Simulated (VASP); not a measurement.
**MoS2: relaxation of cell and atoms with PBEsol**

Crystal: MoS2.

```xyz
6
Lattice="3.1414 0.0000 0.0000 -1.5707 2.7205 0.0000 0.0000 0.0000 12.5851" Properties=species:S:1:pos:R:3 pbc="T T T"
Mo    1.5707    0.9068    3.1463
Mo    0.0000    1.8137    9.4388
S     1.5707    0.9068    7.8798
S     0.0000    1.8137    4.7053
S     1.5707    0.9068   10.9979
S     0.0000    1.8137    1.5872
```

| Item | Value |
| --- | --- |
| Program | VASP 6.6.1 |
| Task | relaxation of cell and atoms |
| Functional | PBEsol |
| Potentials or basis | VASP PAW PBE potentials, release 64 (Mo_sv, S) |
| Cutoff | 600 eV |
| k mesh | 12 × 12 × 2 |
| Occupations | gaussian, width 0.02 eV |
| Spin | no spin polarisation |
| Dipole correction | no |
| Further INCAR settings | ALGO = Normal; EDIFF = 1e-07; IBRION = 2; EDIFFG = -0.005; NSW = 100; ISIF = 3 |

The pressure after relaxing is 0.0 GPa and the band gap on the k mesh is 1.00 eV (least direct gap 1.75 eV).

Final structure:
```cif
data_structure
_symmetry_space_group_name_H-M 'P 1'
_symmetry_Int_Tables_number 1
_cell_length_a 3.1414
_cell_length_b 3.1414
_cell_length_c 12.5851
_cell_angle_alpha 90.000
_cell_angle_beta 90.000
_cell_angle_gamma 120.000
_cell_volume 107.55
loop_
_atom_site_label
_atom_site_type_symbol
_atom_site_fract_x
_atom_site_fract_y
_atom_site_fract_z
_atom_site_occupancy
Mo1 Mo 0.66667 0.33333 0.25000 1
Mo2 Mo 0.33333 0.66667 0.75000 1
S1 S 0.66667 0.33333 0.62612 1
S2 S 0.33333 0.66667 0.37388 1
S3 S 0.66667 0.33333 0.87388 1
S4 S 0.33333 0.66667 0.12612 1
```

Levels at points of the mesh, in eV from the valence-band top:
```tsv
k point	band 22	band 23	band 24	band 25	band 26	band 27	band 28	band 29	band 30	band 31
(0.00, 0.00, 0.00)	-2.03	-2.03	-1.31	-1.12	0.00	2.29	2.30	2.31	2.32	2.52
(0.50, 0.00, 0.00)	-2.45	-1.55	-1.40	-1.31	-1.23	1.81	1.84	2.20	2.45	3.02
(0.00, 0.00, 0.50)	-2.04	-2.04	-2.04	-0.29	-0.29	2.30	2.30	2.30	2.30	2.58
(0.50, 0.00, 0.50)	-2.56	-1.48	-1.48	-1.26	-1.26	1.82	1.82	2.33	2.33	3.35
```

Run time: 120 s on 1 thread of Intel(R) Xeon(R) 6975P-C (Granite Rapids) (shared host), peak memory 0.34 GiB.

Caveat: the PAW data sets were made with another functional, which shifts forces and pressure a little; this functional lacks dispersion, which binds layers or chains, so the pressure and a relaxed spacing across them are unreliable. A k mesh can miss the band edges.
